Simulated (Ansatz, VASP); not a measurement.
One calculation of BIr3Pd, two programs

The input INCAR:

```
  PREC = Accurate
  ENCUT = 600
  EDIFF = 1E-6
  ISMEAR = 0
  SIGMA = 0.1
  LREAL = F
  LASPH = T
  NELM = 60
  ALGO = Fast
  ISIF = 3
  LWAVE = F
  LCHARG = F
  GGA = PE
  IBRION = 2
  NSW = 100
  EDIFFG = -0.01
```

KPOINTS

```
Automatic mesh
0
Gamma
  12 12 10
```

The input POSCAR:

```
BIr3Pd
1.0
    4.9365220926      0.0000000000      0.0000000000
   -2.4682610463      4.2751535385      0.0000000000
    0.0000000000      0.0000000000      4.0980202929
B Pd Ir
1 1 3
Direct
    0.0000000000      0.0000000000      0.5000000000
    0.0000000000      0.0000000000      0.0000000000
    0.5000000000      0.0000000000      0.5000000000
    0.0000000000      0.5000000000      0.5000000000
    0.5000000000      0.5000000000      0.5000000000
```

Input for Ansatz:

```yaml
crystal:
  lattice:
    - [4.9365220926, 0.0, 0.0]
    - [-2.4682610463, 4.2751535385, 0.0]
    - [0.0, 0.0, 4.0980202929]
  atoms:
    - { symbol: B, position: [0.0, 0.0, 0.5] }
    - { symbol: Pd, position: [0.0, 0.0, 0.0] }
    - { symbol: Ir, position: [0.5, 0.0, 0.5] }
    - { symbol: Ir, position: [0.0, 0.5, 0.5] }
    - { symbol: Ir, position: [0.5, 0.5, 0.5] }
basis:
  ecutwfc: 420
kpoints:
  mp_grid: { grid: [12, 12, 10] }
hamiltonian:
  xc: pbe
scf:
  occupations: { method: gaussian, width: 0.1 }
output:
  forces: true
  stress: true
  eigenvalues: true
relax:
  adjacent_minimum: "off"
  f_tol: 0.01
  max_steps: 80
  cell: { stress_tol: 0.05 }
```

Alike in both runs: task relaxation of cell and atoms; functional PBE; k mesh 12 × 12 × 10; occupations gaussian, width 0.1 eV; no spin polarisation.

|  | VASP | Ansatz |
| --- | --- | --- |
| version | VASP 6.6.1 | Ansatz 0.2.0 |
| potentials or method | VASP PAW PBE potentials, release 64 (B, Pd, Ir), cutoff 600 eV | scalar-relativistic, plane waves, PAW |
| valence electrons in the cell | 40 | 72 |

|  | VASP | Ansatz | Ansatz less VASP |
| --- | --- | --- | --- |
| gap on the k mesh at the Fermi level, each at its own relaxed structure (eV) | none | none | - |
| relaxed volume (Å³/atom) | 17.29 | 17.27 | -0.023 |
| relaxed cell length with the largest relative difference (Å) | 4.936 | 4.933 | -0.0024 |

A gap of «none» marks a metal or a gap that the smearing closes. VASP's potentials hold 40 valence electrons a cell and Ansatz's 72, so a difference there can come from the potentials and not from the codes.

Neither program's run includes spin-orbit coupling.
